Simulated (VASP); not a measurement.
Runs of VASP 6.6.1 on MgZr2O2. The structure is that of space group I4/mmm (No. 139), or close to it. The cells are those of the table. The cell was built from a structure type or drawn by symmetry, and may not be a known phase.

```csv
task,cell,k mesh,cutoff (eV),gap on the mesh (eV),pressure (GPa)
single point,"a = 4.689 Å, angles 119.8, 119.8, 90.4°, 5 atoms",6 × 6 × 6,520,none,122.5
single point,"a = 5.740 Å, angles 118.9, 118.9, 92.0°, 5 atoms",10 × 10 × 10,520,none,(a)
single point,"a = 5.725 Å, angles 119.0, 119.0, 91.7°, 5 atoms",6 × 6 × 6,520,none,0.3
relaxation of cell and atoms,"relaxed from a = 4.689 Å, angles 119.8, 119.8, 90.4°, 5 atoms",6 × 6 × 6,600,none,-0.1
```

Alike in all rows: level PBE; potentials or basis VASP PAW PBE potentials, release 64 (Mg, Zr_sv, O); no spin polarisation; smearing gaussian 0.1 eV.

Q: Fill in the values left out.

A: (a) 0.1.

Caveats: the cell stands under pressure (at least some runs).

A k mesh can miss the band edges, and the runs leave out spin-orbit coupling on Zr.

A gap of «none» marks levels without a gap at the run's occupations.
